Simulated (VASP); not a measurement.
Here is a VASP 6.6.1 calculation.

POSCAR

```
Al3Cu
1.0
    2.7529775074      0.0000000000      0.0000000000
    0.0000000000      2.7529775074      0.0000000000
    0.0000000000      0.0000000000      7.8196190067
Al Cu
3 1
Direct
    0.0000000000      0.0000000000      0.5000000000
    0.5000000000      0.5000000000      0.2236732573
    0.5000000000      0.5000000000      0.7763267427
    0.0000000000      0.0000000000      0.0000000000
```

INCAR.step1

```
PREC = Accurate
ENCUT = 520
ISMEAR = 0
SIGMA = 0.1
LREAL = F
LASPH = T
NELM = 60
NBANDS = 18
GGA = PE
ALGO = Normal
EDIFF = 1E-4
LWAVE = T
LCHARG = F
```

Contents of INCAR.step2:

```
PREC = Accurate
ENCUT = 520
EDIFF = 1E-6
ISMEAR = 0
SIGMA = 0.1
LREAL = F
LASPH = T
NELM = 60
ALGO = Normal
ISIF = 2
LWAVE = F
LCHARG = F
METAGGA = R2SCAN
LMIXTAU = T
NBANDS = 18
ISTART = 1
```

KPOINTS

```
regular mesh
0
Gamma
  18 18 8
```

Potentials or basis: VASP PAW PBE potentials, release 64 (Al, Cu).

Run with:

```bash
$ cat potpaw_PBE.64/Al/POTCAR potpaw_PBE.64/Cu/POTCAR > POTCAR
$ cp INCAR.step1 INCAR
$ mpirun -np 1 vasp_std > vasp.out
$ cp INCAR.step2 INCAR
$ mpirun -np 1 vasp_std > vasp.out
```

(1) Estimate the pressure.

(2) What does it give for the band gap on the k mesh?

Answers

(1) -1.6 GPa.

(2) zero (bands 10 and 11 overlap by 5.64 eV).

Caveat: the cell differs from its parent crystal (uniaxial strain along c: +3.0 %); the stress differs along the axes, from -6 to 1 GPa; the PAW data sets were made with another functional, which shifts forces and pressure a little.
